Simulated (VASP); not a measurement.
# Sb (R-3m) in VASP: further runs, part 2 of 3

VASP 6.6.1. The steps go on from the part before.

### Step 3. Single point, SVWN5

Contents of INCAR:

```
SYSTEM = Sb
PREC = Accurate
ENCUT = 520
EDIFF = 1E-7
ISMEAR = 1
SIGMA = 0.05
LREAL = .FALSE.
LASPH = .TRUE.
NELM = 80
ALGO = Normal
ISIF = 2
LWAVE = .FALSE.
LCHARG = .FALSE.
GGA = VW
NBANDS = 12
```

Contents of KPOINTS:

```
regular mesh
0
G
  8 8 8
  0 0 0
```

Contents of POSCAR:

```
Sb
1.0
    2.1542000000      1.2437279499      3.7580000000
   -2.1542000000      1.2437279499      3.7580000000
    0.0000000000     -2.4874558998      3.7580000000
Sb
2
Direct
    0.7665100000      0.7665100000      0.7665100000
    0.2334900000      0.2334900000      0.2334900000
```

Potentials or basis: VASP PAW PBE potentials, release 64 (Sb).

The run is started by

```bash
> cat potpaw_PBE.64/Sb/POTCAR > POTCAR
> mpirun -np 1 vasp_std > vasp.out
```

OUTCAR:

```text
SYSTEM = Sb
   PREC = Accurate
   ENCUT = 520
   EDIFF = 1E-7
   ISMEAR = 1
   LREAL = .FALSE.
   LASPH = .TRUE.
   NELM = 80
   ISIF = 2
   GGA = VW

 ion  position               nearest neighbor table
   1  0.767  0.767  0.767-   2 2.91   2 2.91   2 2.91   2 3.35   2 3.35   2 3.35
   2  0.233  0.233  0.233-   1 2.91   1 2.91   1 2.91   1 3.35   1 3.35   1 3.35

  LATTYP: Found a trigonal (rhomboedric) cell.
 ALAT       =     4.5066618304
 COS(alpha) =     0.5430253624

  Lattice vectors:

 A1 = (   2.1542000000,   1.2437279499,   3.7580000000)
 A2 = (  -2.1542000000,   1.2437279499,   3.7580000000)
 A3 = (   0.0000000000,  -2.4874558998,   3.7580000000)

Analysis of symmetry for initial positions (statically):
=====================================================================
 Subroutine PRICEL returns:
 Original cell was already a primitive cell.

 Routine SETGRP: Setting up the symmetry group for a
 trigonal (rhombohedral) supercell.

 Subroutine GETGRP returns: Found 12 space group operations
 (whereof 12 operations were pure point group operations)
 out of a pool of 12 trial point group operations.

The static configuration has the point symmetry D_3d.

Analysis of symmetry for dynamics (positions and initial velocities):
=====================================================================
 Subroutine PRICEL returns:
 Original cell was already a primitive cell.

 Routine SETGRP: Setting up the symmetry group for a
 trigonal (rhombohedral) supercell.

 Subroutine GETGRP returns: Found 12 space group operations
 (whereof 12 operations were pure point group operations)
 out of a pool of 12 trial point group operations.

The dynamic configuration has the point symmetry D_3d.

 Subroutine INISYM returns: Found 12 space group operations
 (whereof 12 operations are pure point group operations),
 and found     1 'primitive' translations

----------------------------------------------------------------------------------------

                                     Primitive cell

  volume of cell :      60.4115

  direct lattice vectors                    reciprocal lattice vectors
     2.154200000  1.243727950  3.758000000     0.232104726  0.134005726  0.088699663
    -2.154200000  1.243727950  3.758000000    -0.232104726  0.134005726  0.088699663
     0.000000000 -2.487455900  3.758000000     0.000000000 -0.268011452  0.088699663

  length of vectors
     4.506661830  4.506661830  4.506661830     0.282307932  0.282307932  0.282307932

  position of ions in fractional coordinates (direct lattice)
     0.766510000  0.766510000  0.766510000
     0.233490000  0.233490000  0.233490000

  ion indices of the primitive-cell ions
   primitive index   ion index
                 1           1
                 2           2

----------------------------------------------------------------------------------------

 KPOINTS: regular mesh

Automatic generation of k-mesh.
 Grid dimensions read from file:
 generate k-points for:    8    8    8

 Generating k-lattice:

  Cartesian coordinates                     Fractional coordinates (reciprocal lattice)
     0.029013091  0.016750716  0.011087458     0.125000000  0.000000000  0.000000000
    -0.029013091  0.016750716  0.011087458     0.000000000  0.125000000  0.000000000
     0.000000000 -0.033501431  0.011087458     0.000000000  0.000000000  0.125000000

  Length of vectors
     0.035288491  0.035288491  0.035288491

  Shift w.r.t. Gamma in fractional coordinates (k-lattice)
     0.000000000  0.000000000  0.000000000

 Subroutine IBZKPT returns following result:
 ===========================================

 Found     65 irreducible k-points:

 Following reciprocal coordinates:
            Coordinates               Weight
  0.000000  0.000000  0.000000      1.000000
  0.125000 -0.000000  0.000000      6.000000
  0.250000 -0.000000  0.000000      6.000000
  0.375000 -0.000000 -0.000000      6.000000
  0.500000 -0.000000  0.000000      3.000000
  0.125000  0.125000  0.000000      6.000000
[... 16 lines left out ...]
  0.250000  0.125000  0.125000      6.000000
  0.375000  0.125000  0.125000      6.000000
 [... further k-points ...]
   k-points           NKPTS =     65   k-points in BZ     NKDIM =     65   number of bands    NBANDS=     12
   number of dos      NEDOS =    301   number of ions     NIONS =      2
   total plane-waves  NPLWV =  46656
   dimension x,y,z NGX =    36 NGY =   36 NGZ =   36
   dimension x,y,z NGXF=    72 NGYF=   72 NGZF=   72
   ions per type =               2
   NGX,Y,Z   is equivalent  to a cutoff of  13.28, 13.28, 13.28 a.u.
   NGXF,Y,Z  is equivalent  to a cutoff of  26.56, 26.56, 26.56 a.u.
 SYSTEM =  Sb
   PREC   = accura    normal or accurate (medium, high low for compatibility)
   ISTART =      0    job   : 0-new  1-cont  2-samecut
   ICHARG =      2    charge: 1-file 2-atom 10-const
   ISPIN  =      1    spin polarized calculation?
   LNONCOLLINEAR =      F non collinear calculations
   LSORBIT =      F    spin-orbit coupling
   LASPH  =      T    aspherical Exc in radial PAW
   ENCUT  =  520.0 eV  38.22 Ry    6.18 a.u.   8.38  8.38  8.38*2*pi/ulx,y,z
   NELM   =     80;   NELMIN=  2; NELMDL= -5     # of ELM steps
   EDIFF  = 0.1E-06   stopping-criterion for ELM
   LREAL  =      F    real-space projection
   EDIFFG = 0.1E-05   stopping-criterion for IOM
   NSW    =      0    number of steps for IOM
   IBRION =     -1    ionic relax: 0-MD 1-quasi-New 2-CG
   NFREE  =      0    steps in history (QN), initial steepest desc. (CG)
   ISIF   =      2    stress and relaxation
   ISYM   =      2    0-nonsym 1-usesym 2-fastsym
   POTIM  = 0.5000    time-step for ionic-motion
   TEBEG  =    0.0;   TEEND  =   0.0 temperature during run
   PSTRESS=    0.0 pullay stress
   NELECT =      10.0000    total number of electrons
   NUPDOWN=      -1.0000    fix difference up-down
   EMIN   =  10.00;   EMAX   =-10.00  energy-range for DOS
   EFERMI =   0.00;   METHOD = LEGACY
   ISMEAR =     1;   SIGMA  =   0.05  broadening in eV -4-tet -1-fermi 0-gaus
   EFERMI_NEDOS =   21; number of points for ismear=-14 and -15
   IALGO  =     38    algorithm
   IMIX   =      4    mixing-type and parameters
     AMIX     =   0.40;   BMIX     =  1.00
     AMIX_MAG =   1.60;   BMIX_MAG =  1.00
  volume/ion in A,a.u.               =      30.21       203.84
  Fermi-wavevector in a.u.,A,eV,Ry     =   0.898880  1.698637 10.993305  0.807985
  Thomas-Fermi vector in A             =   2.021644
   LORBIT       =      0    0 simple, 1 ext, 2 COOP (PROOUT), +10 PAW based schemes
   GGA     = VW    functional components
   LHFCALC =     F    Hartree Fock is set to
   AEXX    =    0.0000 exact exchange contribution
   IVDW    =     0    specifies the selected vdW correction
   LEPSILON=     F    determine dielectric tensor
   LRPA    =     F    only Hartree local field effects (RPA)
 non-spin polarized calculation
 Methfessel and Paxton  Order N= 1 SIGMA  =   0.05
  energy-cutoff  :      520.00
  volume of cell :       60.41
 maximum number of plane-waves:      1638
 NGX is ok and might be reduce to    36
   NGX = 17   NGY = 17   NGZ = 17

 number of electron      10.0000000 magnetization

 Free energy of the ion-electron system (eV)
  ---------------------------------------------------
  ext. energy  EPLUGINS =         0.00000000
  ---------------------------------------------------
  free energy    TOTEN  =        -9.63074137 eV

  energy without entropy =       -9.63064952  energy(sigma->0) =       -9.63071076

 E-fermi :   7.0173     XC(G=0):  -9.7035

 val. band max:        7.0169790248   @ k =   0.3750   0.1250   0.1250
 cond. band min:       7.0999318121   @ k =   0.5000   0.5000   0.5000
 fundamental gap:      0.0829527873
 Fermi energy:         7.0172532886

 k-point     1 :       0.0000    0.0000    0.0000
  band No.  band energies     occupation
      1      -5.7979      2.00000
      2       2.0274      2.00000
      3       4.9084      2.00000
      4       5.1738      2.00000
      5       5.1738      2.00000
      6       9.0262      0.00000
      7       9.6406      0.00000
      8       9.6406      0.00000
      9      12.1131      0.00000
     10      12.1131      0.00000
     11      12.2473      0.00000
     12      13.5422      0.00000
[... 331 lines left out ...]
 k-point    24 :       0.3750    0.1250    0.1250
  band No.  band energies     occupation
      1      -4.8037      2.00000
      2      -0.6475      2.00000
      3       3.6059      2.00000
      4       5.4444      2.00000
      5       7.0170      1.00928
      6       7.1293     -0.00682
      7       7.6315     -0.00000
      8       9.9784      0.00000
      9      11.9865      0.00000
     10      12.9944      0.00000
     11      14.2021      0.00000
     12      15.9326      0.00000

 [... further k-points ...]
[... 5 lines left out ...]
  --------------------------------------------------------------------------------------
  -------------------------------------------------------------------------------------
  Total       -0.2606334     -0.2606334     -0.5092852      0.0000000     -0.0000000      0.0000000
  in kB       -6.9122793     -6.9122793    -13.5067909      0.0000000     -0.0000000      0.0000000
  external PRESSURE =      -9.1104498 kB  Pullay stress =       0.0000000 kB

 VOLUME and BASIS-vectors are now :
 -----------------------------------------------------------------------------
  energy-cutoff  :      520.00
  volume of cell :       60.41
      direct lattice vectors                 reciprocal lattice vectors
     2.154200000  1.243727950  3.758000000     0.232104726  0.134005726  0.088699663
    -2.154200000  1.243727950  3.758000000    -0.232104726  0.134005726  0.088699663
     0.000000000 -2.487455900  3.758000000     0.000000000 -0.268011452  0.088699663

 POSITION                                       TOTAL-FORCE (eV/Angst)
 -----------------------------------------------------------------------------------
      0.00000      0.00000      8.64163         0.000000      0.000000     -0.059056
      0.00000      0.00000      2.63237         0.000000     -0.000000      0.059056
 -----------------------------------------------------------------------------------
    total drift:                                0.000000     -0.000000     -0.000000

  FREE ENERGIE OF THE ION-ELECTRON SYSTEM (eV)
  ---------------------------------------------------
  free  energy   TOTEN  =        -9.6307413715 eV

  energy  without entropy=       -9.6306495235  energy(sigma->0) =       -9.63071076
```

Wall time 38 s (1 thread of Intel Xeon Platinum 8259CL at 2.50GHz (Skylake/Cascade Lake), shared host); peak memory 0.19 GiB.

Results:

```
Free energy            : -9.6307 eV
Pressure               : -0.9 GPa
Largest force          : 0.059 eV/Å
Band gap on the k mesh : zero (band 5 reaches 7.02 eV, above the bottom of band 6 at 6.71 eV)
```

Forces on the atoms (eV/Å):
```
Sb   0.000  0.000 -0.059
Sb   0.000  0.000  0.059
```

Stress tensor (GPa, compression positive):
```
-0.69  0.00  0.00
 0.00 -0.69  0.00
 0.00  0.00 -1.35
```

Levels at points of the mesh, in eV from the Fermi level:
```
           k point  band 3  band 4  band 5  band 6  band 7  band 8
(0.00, 0.00, 0.00)   -2.11   -1.84   -1.84    2.01    2.62    2.62
(0.50, 0.00, 0.00)   -1.98   -1.87   -0.34   -0.31    0.11    0.45
(0.50, 0.50, 0.00)   -5.49   -3.79   -3.70    1.49    4.84    5.42
(0.50, 0.50, 0.50)   -1.35   -1.35   -0.60    0.08    0.08    1.05
```

Caveat: the PAW data sets were made with another functional, which shifts forces and pressure a little; spin-orbit coupling is left out, which moves the levels of the heavy elements.

(Part 2 of 3 ends here.)
